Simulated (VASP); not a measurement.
Set up this calculation in VASP 6.6.1, as the native input.

```
Task                   : single point
Functional             : PBE
Dispersion             : D3(BJ)
Potentials or basis    : VASP PAW PBE potentials, release 64 (C, F, H)
Cutoff                 : 520 eV
k mesh                 : 2 × 2 × 1
Occupations            : gaussian, width 0.05 eV
Spin                   : no spin polarisation
Dipole correction      : no
Further INCAR settings : LREAL = Auto; ALGO = Normal; EDIFF = 1e-06; NBANDS = 91
```

The structure of HC32F lies in POSCAR:

```
HC32F
1.0
    9.8640000000      0.0000000000      0.0000000000
   -4.9320000000      8.5424750000      0.0000000000
    0.0000000000      0.0000000000     12.0000000000
C F H
32 1 1
Direct
   -0.0024553222     -0.0001555755      0.0805120833
    0.1641373967      0.0830809572      0.0805900833
   -0.0024735734      0.2498494874      0.0803131667
    0.1641272858      0.3332302407      0.0801075000
   -0.0023992674      0.4998711732      0.0804393333
    0.1642520078      0.5832296846      0.0802635833
   -0.0023988876      0.7498887617      0.0805694167
    0.1642686291      0.8332089939      0.0805973333
    0.2475814150     -0.0001368456      0.0806973333
    0.4142843302      0.0831246214      0.0808483333
    0.2472470786      0.2497155684      0.0804398333
    0.4142631859      0.3332037846      0.0809918333
    0.2475759293      0.4999117937      0.0799901667
    0.4142310910      0.5833729686      0.0800310833
    0.2476096658      0.7498847816      0.0804315000
    0.4142665652      0.8332160176      0.0804145833
    0.4976288910     -0.0001590874      0.0806611667
    0.6642780204      0.0831961463      0.0806469167
    0.4977618516      0.2497128760      0.0810233333
    0.6643562126      0.3331933661      0.0808124167
    0.4977684448      0.5002416747      0.0803504167
    0.6644392338      0.5833640719      0.0805097500
    0.4976197878      0.7499579454      0.0802503333
    0.6642706497      0.8332217536      0.0804407500
    0.7476062654     -0.0001343873      0.0805522500
    0.9142564573      0.0832049260      0.0804814167
    0.7476410378      0.2498457414      0.0806630000
    0.9142676090      0.3332077647      0.0804386667
    0.7476323032      0.4999103890      0.0806410000
    0.9142872999      0.5832207879      0.0805797500
    0.7476513821      0.7499453027      0.0804670000
    0.9142774242      0.8332154323      0.0805291667
    0.3982815153      0.3804746283      0.3403971667
    0.4075643658      0.3710514810      0.2633171667
```

One way to write it, as run:

INCAR

```
SYSTEM = HC32F
PREC = Accurate
ENCUT = 520
EDIFF = 1E-6
ISMEAR = 0
SIGMA = 0.05
LREAL = Auto
LASPH = .TRUE.
NELM = 100
ALGO = Normal
ISIF = 2
LWAVE = .FALSE.
LCHARG = .TRUE.
GGA = PE
IVDW = 12
LELF = .TRUE.
LVHAR = .TRUE.
NBANDS = 91
```

KPOINTS

```
regular mesh
0
G
  2 2 1
  0 0 0
```

Potentials or basis: VASP PAW PBE potentials, release 64 (C, F, H).

Run with:

```sh
$ cat potpaw_PBE.64/C/POTCAR potpaw_PBE.64/F/POTCAR potpaw_PBE.64/H/POTCAR > POTCAR
$ mpirun -np 1 vasp_std > vasp.out
```

It gave:

```json
{"Largest force": "0.343 eV/Å", "Band gap on the k mesh": "1.93 eV", "Dispersion energy per atom": "-0.087 eV"}
```

Wall time 12 min on 1 thread of Intel(R) Xeon(R) 6975P-C (Granite Rapids), with other jobs on the host, peak memory 1.2 GiB.
